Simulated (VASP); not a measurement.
# BaS (I4/mmm) in VASP: single point with PBE

Aim: the single point of BaS with PBE.

Everything below comes from runs of VASP 6.6.1. Logs are shortened: lines on timing, memory, paths and dates and some standing lists are left out, and cuts for length are marked.

### 1 The cell of the first run

It takes space group I4/mmm (No. 139, tetragonal). Conventional cell: a = 4.542 Å, b = 4.542 Å, c = 6.089 Å, α = 90.00°, β = 90.00°, γ = 90.00°. Within 4.0 Å of Ba (site symmetry 4/mmm) lie 6 S at 3.04 to 3.21 Å. S (site symmetry 4/mmm) has 6 Ba at 3.04 to 3.21 Å within 4.0 Å.

### 2 Single point, PBE (uniaxial z strain -5.2%)

Input file INCAR:

```
SYSTEM = BaS
ALGO     = Normal         ! electronic algorithm
EDIFF    = 1E-6           ! SCF threshold, eV
ENCUT    = 520            ! plane-wave cutoff, eV
GGA      = PE             ! functional
ISIF     = 2              ! what is computed and relaxed
ISMEAR   = 0              ! smearing method
LASPH    = .TRUE.         ! aspherical terms in the spheres
LCHARG   = .TRUE.         ! write CHGCAR
LELF     = .TRUE.         ! ELF
LREAL    = .FALSE.        ! projectors in reciprocal space
LVHAR    = .TRUE.       
LWAVE    = .FALSE.        ! write WAVECAR
NBANDS   = 15             ! bands
NELM     = 100            ! most SCF steps
PREC     = Accurate       ! precision mode
SIGMA    = 0.01           ! smearing width, eV
```

Input file KPOINTS:

```
k-points
0
G
  4 4 4
  0 0 0
```

Input file POSCAR:

```
BaS
1.0
    0.0000000000      3.2119099263      3.0445694192
    3.2119099263      0.0000000000      3.0445694192
    3.2119099263      3.2119099263      0.0000000000
Ba S
1 1
Direct
    0.0000000000      0.0000000000      0.0000000000
    0.5000000000      0.5000000000      0.5000000000
```

Potentials or basis: VASP PAW PBE potentials, release 64 (Ba_sv, S).

Run with:

```
$ cat potpaw_PBE.64/Ba_sv/POTCAR potpaw_PBE.64/S/POTCAR > POTCAR
$ mpirun -np 1 vasp_std > vasp.out
```

OUTCAR:

```text
SYSTEM = BaS
   EDIFF = 1E-6
   ENCUT = 520
   GGA = PE
   ISIF = 2
   ISMEAR = 0
   LASPH = .TRUE.
   LREAL = .FALSE.
   NELM = 100
   PREC = Accurate

 ion  position               nearest neighbor table
   1  0.000  0.000  0.000-   2 3.04   2 3.04   2 3.21   2 3.21   2 3.21   2 3.21
   2  0.500  0.500  0.500-   1 3.04   1 3.04   1 3.21   1 3.21   1 3.21   1 3.21

  LATTYP: Found a body centered tetragonal cell.
 ALAT       =     4.5423265789
 C/A-ratio  =     1.3405330358

  Lattice vectors:

 A1 = (   0.0000000000,  -3.2119099263,  -3.0445694192)
 A2 = (   0.0000000000,   3.2119099263,  -3.0445694192)
 A3 = (   3.2119099263,   0.0000000000,   3.0445694192)

Analysis of symmetry for initial positions (statically):
=====================================================================
 Subroutine PRICEL returns:
 Original cell was already a primitive cell.

 Routine SETGRP: Setting up the symmetry group for a
 body centered tetragonal supercell.

 Subroutine GETGRP returns: Found 16 space group operations
 (whereof 16 operations were pure point group operations)
 out of a pool of 16 trial point group operations.

The static configuration has the point symmetry D_4h.

Analysis of symmetry for dynamics (positions and initial velocities):
=====================================================================
 Subroutine PRICEL returns:
 Original cell was already a primitive cell.

 Routine SETGRP: Setting up the symmetry group for a
 body centered tetragonal supercell.

 Subroutine GETGRP returns: Found 16 space group operations
 (whereof 16 operations were pure point group operations)
 out of a pool of 16 trial point group operations.

The dynamic configuration has the point symmetry D_4h.

 Subroutine INISYM returns: Found 16 space group operations
 (whereof 16 operations are pure point group operations),
 and found     1 'primitive' translations

----------------------------------------------------------------------------------------

                                     Primitive cell

  volume of cell :      62.8178

  direct lattice vectors                    reciprocal lattice vectors
     0.000000000  3.211909926  3.044569419    -0.155670617  0.155670617  0.164226835
     3.211909926  0.000000000  3.044569419     0.155670617 -0.155670617  0.164226835
     3.211909926  3.211909926  0.000000000     0.155670617  0.155670617 -0.164226835

  length of vectors
     4.425581128  4.425581128  4.542326579     0.274658216  0.274658216  0.274658216

  position of ions in fractional coordinates (direct lattice)
     0.000000000  0.000000000  0.000000000
     0.500000000  0.500000000  0.500000000

[... 78 lines left out ...]
   EFERMI =   0.00;   METHOD = LEGACY
   ISMEAR =     0;   SIGMA  =   0.01  broadening in eV -4-tet -1-fermi 0-gaus
   EFERMI_NEDOS =   21; number of points for ismear=-14 and -15
   IALGO  =     38    algorithm
   IMIX   =      4    mixing-type and parameters
     AMIX     =   0.40;   BMIX     =  1.00
     AMIX_MAG =   1.60;   BMIX_MAG =  1.00
  volume/ion in A,a.u.               =      31.41       211.96
  Fermi-wavevector in a.u.,A,eV,Ry     =   1.037737  1.961039 14.652087  1.076898
  Thomas-Fermi vector in A             =   2.172189
   LORBIT       =      0    0 simple, 1 ext, 2 COOP (PROOUT), +10 PAW based schemes
   GGA     = PE    functional components
   LHFCALC =     F    Hartree Fock is set to
   AEXX    =    0.0000 exact exchange contribution
   IVDW    =     0    specifies the selected vdW correction
   LEPSILON=     F    determine dielectric tensor
   LRPA    =     F    only Hartree local field effects (RPA)
 non-spin polarized calculation
 Gauss-broadening in eV      SIGMA  =   0.01
  energy-cutoff  :      520.00
  volume of cell :       62.82
 maximum number of plane-waves:      1708
 NGX is ok and might be reduce to    36
   NGX = 17   NGY = 17   NGZ = 17

 number of electron      15.9999999 magnetization

 Free energy of the ion-electron system (eV)
  ---------------------------------------------------
  ext. energy  EPLUGINS =         0.00000000
  ---------------------------------------------------
  free energy    TOTEN  =       -10.10244161 eV

  energy without entropy =      -10.10244161  energy(sigma->0) =      -10.10244161

 E-fermi :   1.8991     XC(G=0):  -8.7716

 val. band max:        1.8159469190   @ k =   0.0000   0.0000   0.0000
 cond. band min:       3.6630519564   @ k =   0.5000   0.5000   0.0000
 fundamental gap:      1.8471050374
 Fermi energy:         1.8991334557

 k-point     1 :       0.0000    0.0000    0.0000
  band No.  band energies     occupation
      1     -24.3066      2.00000
      2      -9.3797      2.00000
      3      -9.3542      2.00000
      4      -9.3542      2.00000
      5      -8.7664      2.00000
      6       1.5880      2.00000
      7       1.5880      2.00000
      8       1.8159      2.00000
      9       5.2926      0.00000
     10       5.3982      0.00000
     11       5.3982      0.00000
     12       5.7869      0.00000
     13       6.3193      0.00000
     14       6.8197      0.00000
[... 203 lines left out ...]
      2     -10.1704      2.00000
      3      -9.7194      2.00000
      4      -9.7194      2.00000
      5      -7.7895      2.00000
      6       0.3691      2.00000
      7       1.0507      2.00000
      8       1.0507      2.00000
      9       6.2479      0.00000
     10       6.2479      0.00000
     11       7.8830      0.00000
     12       8.4888      0.00000
     13       9.1597      0.00000
     14      12.3079      0.00000
     15      12.3265      0.00000

------------------------ aborting loop because EDIFF is reached ----------------------------------------

  FORCE on cell =-STRESS in cart. coord.  units (eV):
  Direction    XX          YY          ZZ          XY          YZ          ZX
  --------------------------------------------------------------------------------------
  -------------------------------------------------------------------------------------
  Total        0.6606404      0.6606404      3.1087535      0.0000000     -0.0000000      0.0000000
  in kB       16.8497366     16.8497366     79.2892442      0.0000000     -0.0000000      0.0000000
  external PRESSURE =      37.6629058 kB  Pullay stress =       0.0000000 kB

 VOLUME and BASIS-vectors are now :
 -----------------------------------------------------------------------------
  energy-cutoff  :      520.00
  volume of cell :       62.82
      direct lattice vectors                 reciprocal lattice vectors
     0.000000000  3.211909926  3.044569419    -0.155670617  0.155670617  0.164226835
     3.211909926  0.000000000  3.044569419     0.155670617 -0.155670617  0.164226835
     3.211909926  3.211909926  0.000000000     0.155670617  0.155670617 -0.164226835

 POSITION                                       TOTAL-FORCE (eV/Angst)
 -----------------------------------------------------------------------------------
      0.00000      0.00000      0.00000         0.000000      0.000000      0.000000
      3.21191      3.21191      3.04457         0.000000      0.000000      0.000000
 -----------------------------------------------------------------------------------
    total drift:                                0.000000      0.000000      0.000000

  FREE ENERGIE OF THE ION-ELECTRON SYSTEM (eV)
  ---------------------------------------------------
  free  energy   TOTEN  =       -10.1024416139 eV

  energy  without entropy=      -10.1024416139  energy(sigma->0) =      -10.10244161
```

stdout:

```text
POSCAR found type information on POSCAR BaS
 POSCAR found :  2 types and       2 ions
 scaLAPACK will be used
 LDA part: xc-table for (Slater+PW92), standard interpolation
 POSCAR, INCAR and KPOINTS ok, starting setup
 FFT: planning ... GRIDC
 FFT: planning ... GRID_SOFT
 FFT: planning ... GRID
 WAVECAR not read
 entering main loop
```

Wall time 23 s (1 thread of Intel Xeon 8259CL, shared host); peak memory 0.2 GiB.

What came out:

- Free energy: -10.1024 eV
- Pressure: 3.8 GPa
- Band gap on the k mesh: 1.85 eV, indirect (least direct gap 1.99 eV)

Stress tensor (GPa, compression positive):
```
1.68 0.00 0.00
0.00 1.68 0.00
0.00 0.00 7.93
```

Caveat: the k points lie up to 0.43 Å⁻¹ apart; the cell differs from its parent crystal (uniaxial z strain -5.2%); spin-orbit coupling is left out, which moves the levels of the heavy elements. A k mesh can miss the band edges.
